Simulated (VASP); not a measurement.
# Sr (P6_3/mmc) in VASP: a series of runs

Runs on Sr. Level: LDA. Tasks: electric field gradients.

All numbers are computed with VASP 6.6.1; they aren't measurements. Logs are shortened: lines on timing, memory, paths and dates and some standing lists are left out, and cuts for length are marked.

## Step 1: The cell of the first run

It takes space group P6_3/mmc (No. 194, hexagonal). Conventional cell: a = 4.252 Å, b = 4.252 Å, c = 6.955 Å, α = 90.00°, β = 90.00°, γ = 120.00°. Sr (site symmetry -6m2) has 12 Sr at 4.25 to 4.26 Å within 5.6 Å.

## Step 2: Electric field gradients, LDA (volume scaled by 0.96)

The input, INCAR:

```
SYSTEM = Sr
PREC = Accurate
ENCUT = 520
EDIFF = 1E-8
ISMEAR = -1
SIGMA = 0.08
LREAL = .False.
LASPH = .True.
NELM = 60
ALGO = Normal
ISIF = 2
LWAVE = .False.
LCHARG = .False.
LEFG = .True.
NBANDS = 17
```

The input, KPOINTS:

```
Automatic mesh
0
Gamma
  10 10 5
  0 0 0
```

The input, POSCAR:

```
Sr
1.0
    4.2517498339      0.0000000000      0.0000000000
   -2.1258749170      3.6821233666      0.0000000000
    0.0000000000      0.0000000000      6.9547180496
Sr
2
Direct
    0.3333333333      0.6666666667      0.2500000000
    0.6666666667      0.3333333333      0.7500000000
```

Potentials or basis: VASP PAW LDA potentials, release 64 (Sr_sv).

Run with:

```console
cat potpaw_LDA.64/Sr_sv/POTCAR > POTCAR
mpirun -np 1 vasp_std > vasp.out
```

OUTCAR:

```text
SYSTEM = Sr
   PREC = Accurate
   ENCUT = 520
   EDIFF = 1E-8
   ISMEAR = -1
   LREAL = .False.
   LASPH = .True.
   NELM = 60
   ISIF = 2

 ion  position               nearest neighbor table
   1  0.333  0.667  0.250-   2 4.26   2 4.26   2 4.26   2 4.26   2 4.26   2 4.26
   2  0.667  0.333  0.750-   1 4.26   1 4.26   1 4.26   1 4.26   1 4.26   1 4.26

  LATTYP: Found a hexagonal cell.
 ALAT       =     4.2517498339
 C/A-ratio  =     1.6357307747

  Lattice vectors:

 A1 = (   4.2517498339,   0.0000000000,   0.0000000000)
 A2 = (  -2.1258749170,   3.6821233666,   0.0000000000)
 A3 = (   0.0000000000,   0.0000000000,   6.9547180496)

Analysis of symmetry for initial positions (statically):
=====================================================================
 Subroutine PRICEL returns:
 Original cell was already a primitive cell.

 Routine SETGRP: Setting up the symmetry group for a
 hexagonal supercell.

 Subroutine GETGRP returns: Found 24 space group operations
 (whereof 12 operations were pure point group operations)
 out of a pool of 24 trial point group operations.

The static configuration has the point symmetry D_3d.
 The point group associated with its full space group is D_6h.

Analysis of symmetry for dynamics (positions and initial velocities):
=====================================================================
 Subroutine PRICEL returns:
 Original cell was already a primitive cell.

 Routine SETGRP: Setting up the symmetry group for a
 hexagonal supercell.

 Subroutine GETGRP returns: Found 24 space group operations
 (whereof 12 operations were pure point group operations)
 out of a pool of 24 trial point group operations.

The dynamic configuration has the point symmetry D_3d.
 The point group associated with its full space group is D_6h.

 Subroutine INISYM returns: Found 24 space group operations
 (whereof 12 operations are pure point group operations),
 and found     1 'primitive' translations

----------------------------------------------------------------------------------------

                                     Primitive cell

  volume of cell :     108.8794

  direct lattice vectors                    reciprocal lattice vectors
     4.251749834  0.000000000  0.000000000     0.235197281  0.135791213  0.000000000
    -2.125874917  3.682123367  0.000000000     0.000000000  0.271582427  0.000000000
     0.000000000  0.000000000  6.954718050     0.000000000  0.000000000  0.143787281

  length of vectors
     4.251749834  4.251749834  6.954718050     0.271582427  0.271582427  0.143787281

  position of ions in fractional coordinates (direct lattice)
     0.333333333  0.666666667  0.250000000
     0.666666667  0.333333333  0.750000000

  ion indices of the primitive-cell ions
   primitive index   ion index
                 1           1
                 2           2

----------------------------------------------------------------------------------------

 KPOINTS: Automatic mesh

Automatic generation of k-mesh.
 Grid dimensions read from file:
 generate k-points for:   10   10    5

 Generating k-lattice:

  Cartesian coordinates                     Fractional coordinates (reciprocal lattice)
     0.023519728  0.013579121  0.000000000     0.100000000  0.000000000  0.000000000
     0.000000000  0.027158243  0.000000000     0.000000000  0.100000000  0.000000000
     0.000000000  0.000000000  0.028757456     0.000000000  0.000000000  0.200000000

  Length of vectors
     0.027158243  0.027158243  0.028757456

  Shift w.r.t. Gamma in fractional coordinates (k-lattice)
     0.000000000  0.000000000  0.000000000

 Subroutine IBZKPT returns following result:
 ===========================================

 Found     42 irreducible k-points:

 Following reciprocal coordinates:
            Coordinates               Weight
  0.000000  0.000000  0.000000      1.000000
  0.100000  0.000000  0.000000      6.000000
  0.200000  0.000000  0.000000      6.000000
  0.300000  0.000000  0.000000      6.000000
  0.400000  0.000000  0.000000      6.000000
  0.500000  0.000000  0.000000      3.000000
[... 16 lines left out ...]
  0.300000  0.100000  0.200000     24.000000
  0.400000  0.100000  0.200000     24.000000
 [... further k-points ...]
   k-points           NKPTS =     42   k-points in BZ     NKDIM =     42   number of bands    NBANDS=     17
   number of dos      NEDOS =    301   number of ions     NIONS =      2
   total plane-waves  NPLWV =  55296
   dimension x,y,z NGX =    32 NGY =   32 NGZ =   54
   dimension x,y,z NGXF=    64 NGYF=   64 NGZF=  108
   ions per type =               2
   NGX,Y,Z   is equivalent  to a cutoff of  12.51, 12.51, 12.91 a.u.
   NGXF,Y,Z  is equivalent  to a cutoff of  25.02, 25.02, 25.82 a.u.
 SYSTEM =  Sr
   PREC   = accura    normal or accurate (medium, high low for compatibility)
   ISTART =      0    job   : 0-new  1-cont  2-samecut
   ICHARG =      2    charge: 1-file 2-atom 10-const
   ISPIN  =      1    spin polarized calculation?
   LNONCOLLINEAR =      F non collinear calculations
   LSORBIT =      F    spin-orbit coupling
   LASPH  =      T    aspherical Exc in radial PAW
   ENCUT  =  520.0 eV  38.22 Ry    6.18 a.u.   7.91  7.91 12.93*2*pi/ulx,y,z
   NELM   =     60;   NELMIN=  2; NELMDL= -5     # of ELM steps
   EDIFF  = 0.1E-07   stopping-criterion for ELM
   LREAL  =      F    real-space projection
   EDIFFG = 0.1E-06   stopping-criterion for IOM
   NSW    =      0    number of steps for IOM
   IBRION =     -1    ionic relax: 0-MD 1-quasi-New 2-CG
   NFREE  =      0    steps in history (QN), initial steepest desc. (CG)
   ISIF   =      2    stress and relaxation
   ISYM   =      2    0-nonsym 1-usesym 2-fastsym
   POTIM  = 0.5000    time-step for ionic-motion
   TEBEG  =    0.0;   TEEND  =   0.0 temperature during run
   PSTRESS=    0.0 pullay stress
   NELECT =      20.0000    total number of electrons
   NUPDOWN=      -1.0000    fix difference up-down
   EMIN   =  10.00;   EMAX   =-10.00  energy-range for DOS
   EFERMI =   0.00;   METHOD = LEGACY
   ISMEAR =    -1;   SIGMA  =   0.08  broadening in eV -4-tet -1-fermi 0-gaus
   EFERMI_NEDOS =   21; number of points for ismear=-14 and -15
   IALGO  =     38    algorithm
   IMIX   =      4    mixing-type and parameters
     AMIX     =   0.40;   BMIX     =  1.00
     AMIX_MAG =   1.60;   BMIX_MAG =  1.00
  volume/ion in A,a.u.               =      54.44       367.38
  Fermi-wavevector in a.u.,A,eV,Ry     =   0.930614  1.758606 11.783226  0.866043
  Thomas-Fermi vector in A             =   2.057021
   LORBIT       =      0    0 simple, 1 ext, 2 COOP (PROOUT), +10 PAW based schemes
   GGA     = CA    functional components
   LHFCALC =     F    Hartree Fock is set to
   AEXX    =    0.0000 exact exchange contribution
   IVDW    =     0    specifies the selected vdW correction
   LEPSILON=     F    determine dielectric tensor
   LRPA    =     F    only Hartree local field effects (RPA)
 non-spin polarized calculation
  energy-cutoff  :      520.00
  volume of cell :      108.88
 maximum number of plane-waves:      2947
 NGX is ok and might be reduce to    32
   NGX = 15   NGY = 15   NGZ = 25

 number of electron      20.0000000 magnetization

 Free energy of the ion-electron system (eV)
  ---------------------------------------------------
  ext. energy  EPLUGINS =         0.00000000
  ---------------------------------------------------
  free energy    TOTEN  =        -3.76289765 eV

  energy without entropy =       -3.70360330  energy(sigma->0) =       -3.73325047

 E-fermi :   1.4579     XC(G=0):  -7.5881

 val. band max:        1.4459362735   @ k =   0.3000   0.3000   0.0000
 cond. band min:       1.4630437752   @ k =   0.3000   0.3000   0.0000
 fundamental gap:      0.0171075017
 Fermi energy:         1.4579245947

 k-point     1 :       0.0000    0.0000    0.0000
  band No.  band energies     occupation
      1     -34.9779      2.00000
      2     -34.9629      2.00000
      3     -17.1661      2.00000
      4     -16.9889      2.00000
      5     -16.9889      2.00000
      6     -16.9604      2.00000
[... 9 lines left out ...]
     16       4.0775      0.00000
     17       4.5940      0.00000

 k-point     2 :       0.1000    0.0000    0.0000
  band No.  band energies     occupation
      1     -34.9766      2.00000
      2     -34.9623      2.00000
      3     -17.1595      2.00000
      4     -17.0042      2.00000
      5     -16.9937      2.00000
      6     -16.9763      2.00000
[... 9 lines left out ...]
     16       4.2145      0.00000
     17       4.3385      0.00000
[... 421 lines left out ...]
 k-point    24 :       0.4000    0.1000    0.2000
  band No.  band energies     occupation
      1     -34.9623      2.00000
      2     -34.9583      2.00000
      3     -17.1506      2.00000
      4     -17.1234      2.00000
      5     -17.0595      2.00000
      6     -17.0360      2.00000
[... 9 lines left out ...]
     16       5.2303      0.00000
     17       5.5367      0.00000

 [... further k-points ...]
[... 5 lines left out ...]
  --------------------------------------------------------------------------------------
  -------------------------------------------------------------------------------------
  Total       -0.8363153     -0.8363153     -0.8012899      0.0000000     -0.0000000      0.0000000
  in kB      -12.3065148    -12.3065148    -11.7911103      0.0000000     -0.0000000      0.0000000
  external PRESSURE =     -12.1347133 kB  Pullay stress =       0.0000000 kB

 VOLUME and BASIS-vectors are now :
 -----------------------------------------------------------------------------
  energy-cutoff  :      520.00
  volume of cell :      108.88
      direct lattice vectors                 reciprocal lattice vectors
     4.251749834  0.000000000  0.000000000     0.235197281  0.135791213  0.000000000
    -2.125874917  3.682123367  0.000000000     0.000000000  0.271582427  0.000000000
     0.000000000  0.000000000  6.954718050     0.000000000  0.000000000  0.143787281

 POSITION                                       TOTAL-FORCE (eV/Angst)
 -----------------------------------------------------------------------------------
     -0.00000      2.45475      1.73868        -0.000000     -0.000000      0.000000
      2.12587      1.22737      5.21604         0.000000      0.000000      0.000000
 -----------------------------------------------------------------------------------
    total drift:                               -0.000000      0.000000     -0.000000

  FREE ENERGIE OF THE ION-ELECTRON SYSTEM (eV)
  ---------------------------------------------------
  free  energy   TOTEN  =        -3.7628976499 eV

  energy  without entropy=       -3.7036032987  energy(sigma->0) =       -3.73325047

 Electric field gradients (V/A^2)
---------------------------------------------------------------------
 ion       V_xx      V_yy      V_zz      V_xy      V_xz      V_yz
---------------------------------------------------------------------
   1       1.173     1.173    -2.346     0.000     0.000    -0.000
   2       1.173     1.173    -2.346     0.000    -0.000     0.000
---------------------------------------------------------------------

 Electric field gradients after diagonalization (V/A^2)
 (convention: |V_zz| > |V_xx| > |V_yy|)
----------------------------------------------------------------------
 ion       V_xx      V_yy      V_zz     asymmetry (V_yy - V_xx)/ V_zz
----------------------------------------------------------------------
   1       1.173     1.173    -2.346       0.000
   2       1.173     1.173    -2.346       0.000
----------------------------------------------------------------------

           NMR quadrupolar parameters

 Cq : quadrupolar parameter    Cq=e*Q*V_zz/h
 eta: asymmetry parameters     (V_yy - V_xx)/ V_zz
 Q  : nuclear electric quadrupole moment in mb (millibarn)
----------------------------------------------------------------------
 ion       Cq(MHz)       eta       Q (mb)
----------------------------------------------------------------------
   1      -0.006       0.000       1.000
   2      -0.006       0.000       1.000
----------------------------------------------------------------------
```

Wall time 2.3 min (1 thread of Oxide Virtual Turin-like, shared host); peak memory 0.18 GiB.

What came out:

| Item | Value |
| --- | --- |
| Free energy | -3.7629 eV |
| Pressure | -1.2 GPa |
| Band gap on the k mesh | zero (band 10 reaches 1.58 eV, above the bottom of band 11 at 1.46 eV) |

Electric field gradients, principal values (V/Å²):
```tsv
atom	least	middle	greatest (by size)
1 Sr	1.173	1.173	-2.346
2 Sr	1.173	1.173	-2.346
```

Caveat: without QUAD_EFG the Cq values of the log hold for a quadrupole moment of 1 mb, not for the nuclei.

## Step 3: Electric field gradients, LDA (equal xx and yy strain of -2 %)

The input, INCAR:

```
SYSTEM = Sr
ALGO = Normal
EDIFF = 1E-8
ENCUT = 520
ISIF = 2
ISMEAR = -1
LASPH = .True.
LCHARG = .False.
LEFG = .True.
LREAL = .False.
LWAVE = .False.
NBANDS = 17
NELM = 60
PREC = Accurate
SIGMA = 0.08
```

The input, KPOINTS:

```
k-points
0
Gamma
  10 10 5
  0 0 0
```

The input, POSCAR:

```
Sr
1.0
    4.2238002163      0.0000000000      0.0000000000
   -2.1119001082      3.6579182878      0.0000000000
    0.0000000000      0.0000000000      7.0500000000
Sr
2
Direct
    0.3333333333      0.6666666667      0.2500000000
    0.6666666667      0.3333333333      0.7500000000
```

Potentials or basis: VASP PAW LDA potentials, release 64 (Sr_sv).

Run with:

```console
cat potpaw_LDA.64/Sr_sv/POTCAR > POTCAR
mpirun -np 1 vasp_std > vasp.out
```

OUTCAR:

```text
SYSTEM = Sr
   EDIFF = 1E-8
   ENCUT = 520
   ISIF = 2
   ISMEAR = -1
   LASPH = .True.
   LREAL = .False.
   NELM = 60
   PREC = Accurate

 ion  position               nearest neighbor table
   1  0.333  0.667  0.250-   2 4.29   2 4.29   2 4.29   2 4.29   2 4.29   2 4.29
   2  0.667  0.333  0.750-   1 4.29   1 4.29   1 4.29   1 4.29   1 4.29   1 4.29

  LATTYP: Found a hexagonal cell.
 ALAT       =     4.2238002163
 C/A-ratio  =     1.6691130354

  Lattice vectors:

 A1 = (   4.2238002163,   0.0000000000,   0.0000000000)
 A2 = (  -2.1119001082,   3.6579182878,   0.0000000000)
 A3 = (   0.0000000000,   0.0000000000,   7.0500000000)
[... 694 lines left out ...]
  free  energy   TOTEN  =        -3.7613589282 eV

  energy  without entropy=       -3.7036022163  energy(sigma->0) =       -3.73248057

 Electric field gradients (V/A^2)
---------------------------------------------------------------------
 ion       V_xx      V_yy      V_zz      V_xy      V_xz      V_yz
---------------------------------------------------------------------
   1       3.447     3.447    -6.894     0.000     0.000    -0.000
   2       3.447     3.447    -6.894     0.000    -0.000     0.000
---------------------------------------------------------------------

 Electric field gradients after diagonalization (V/A^2)
 (convention: |V_zz| > |V_xx| > |V_yy|)
----------------------------------------------------------------------
 ion       V_xx      V_yy      V_zz     asymmetry (V_yy - V_xx)/ V_zz
----------------------------------------------------------------------
   1       3.447     3.447    -6.894       0.000
   2       3.447     3.447    -6.894       0.000
----------------------------------------------------------------------

           NMR quadrupolar parameters

 Cq : quadrupolar parameter    Cq=e*Q*V_zz/h
 eta: asymmetry parameters     (V_yy - V_xx)/ V_zz
 Q  : nuclear electric quadrupole moment in mb (millibarn)
----------------------------------------------------------------------
 ion       Cq(MHz)       eta       Q (mb)
----------------------------------------------------------------------
   1      -0.017       0.000       1.000
   2      -0.017       0.000       1.000
----------------------------------------------------------------------
```

It took 2.3 min on 1 thread of Oxide Virtual Turin-like, shared host; peak memory 0.18 GiB.

What came out:

- Free energy: -3.7614 eV
- Pressure: -1.2 GPa
- Band gap on the k mesh: zero (band 10 reaches 1.59 eV, above the bottom of band 11 at 1.45 eV)

Stress tensor (GPa, compression positive):
```
-1.10  0.00  0.00
 0.00 -1.10  0.00
 0.00  0.00 -1.43
```

Electric field gradients, principal values (V/Å²):
```
atom  least  middle  greatest (by size)
1 Sr  3.447   3.447              -6.894
2 Sr  3.447   3.447              -6.894
```

Caveat: the cell differs from its parent crystal (equal xx and yy strain of -2 %); without QUAD_EFG the Cq values of the log hold for a quadrupole moment of 1 mb, not for the nuclei.

(Continued in part 2 of 2.)
